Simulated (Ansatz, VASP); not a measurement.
## One calculation of Sn2C, two programs

INCAR

```
ALGO = Normal
EDIFF = 1E-6
ENCUT = 520
GGA = PE
ISIF = 2
ISMEAR = -1
LASPH = True
LCHARG = True
LELF = True
LREAL = False
LVHAR = True
LWAVE = False
NBANDS = 41
NELM = 100
PREC = Accurate
SIGMA = 0.02
```

KPOINTS

```
k-points
0
Gamma
  12 12 2
```

The input POSCAR:

```
Sn2C
1.0
    3.4907187065      0.0000000000      0.0000000000
   -1.7453593533      3.0230510773      0.0000000000
    0.0000000000      0.0000000000     12.4658836216
C Sn
2 4
Direct
    0.0000000000      0.0000000000     -0.0478175742
    0.6666666667      0.3333333333      0.7155735756
    0.3333333333      0.6666666667      0.4149669178
    0.6666666667      0.3333333333      0.8898880635
    0.3333333333      0.6666666667      0.6502236837
    0.0000000000      0.0000000000      0.1271653337
```

Input for Ansatz:

```yaml
crystal:
  lattice:
    - [3.4907187065, 0.0, 0.0]
    - [-1.7453593533, 3.0230510773, 0.0]
    - [0.0, 0.0, 12.4658836216]
  atoms:
    - { symbol: C, position: [0.0, 0.0, -0.0478175742] }
    - { symbol: C, position: [0.6666666667, 0.3333333333, 0.7155735756] }
    - { symbol: Sn, position: [0.3333333333, 0.6666666667, 0.4149669178] }
    - { symbol: Sn, position: [0.6666666667, 0.3333333333, 0.8898880635] }
    - { symbol: Sn, position: [0.3333333333, 0.6666666667, 0.6502236837] }
    - { symbol: Sn, position: [0.0, 0.0, 0.1271653337] }
kpoints:
  mp_grid: { grid: [12, 12, 2] }
  band_path:
    path:
      - [[0.0, 0.0, 0.0], [0.5, 1.108540819261e-17, 6.975496016901e-18], [0.3333333333333, 0.3333333333333, 5.978996585915e-18], [0.0, 0.0, 0.0], [1.394025772413e-35, 1.468924090255e-35, 0.5], [0.5, 1.102585071235e-17, 0.5], [0.3333333333333, 0.3333333333333, 0.5], [1.394025772413e-35, 1.468924090255e-35, 0.5]]
      - [[0.5, 1.102585071235e-17, 0.5], [0.5, 1.108540819261e-17, 6.975496016901e-18]]
      - [[0.3333333333333, 0.3333333333333, 0.5], [0.3333333333333, 0.3333333333333, 5.978996585915e-18]]
    npoints: 10
hamiltonian:
  xc: pbe
scf:
  occupations: { method: fermi_dirac, width: 0.02 }
  n_extra_bands: 5
output:
  forces: true
  stress: true
  eigenvalues: true
```

Alike in both runs: task single point; functional PBE; k mesh 12 × 12 × 2; occupations fermi-dirac, width 0.02 eV; no spin polarisation.

|  | VASP | Ansatz |
| --- | --- | --- |
| version | VASP 6.6.1 | Ansatz 0.2.0 |
| potentials or method | VASP PAW PBE potentials, release 64 (C, Sn_d) | plane waves, PAW |
| plane-wave cutoff (eV) | 520 | 420 |
| valence electrons in the cell | 64 | 64 |

```csv
,VASP,Ansatz,Ansatz less VASP
pressure (GPa),1.8,1.9,+0.05
"traceless stress, the component that is largest in VASP (GPa)",0.14,0.12,-0.017
rms of the force components (eV/Å),0.077,0.075,-0.0019
```

Atom by atom the forces differ by 0.002 eV/Å (rms over components). With one functional, cell and mesh, what is left measures potentials, basis and numerics.
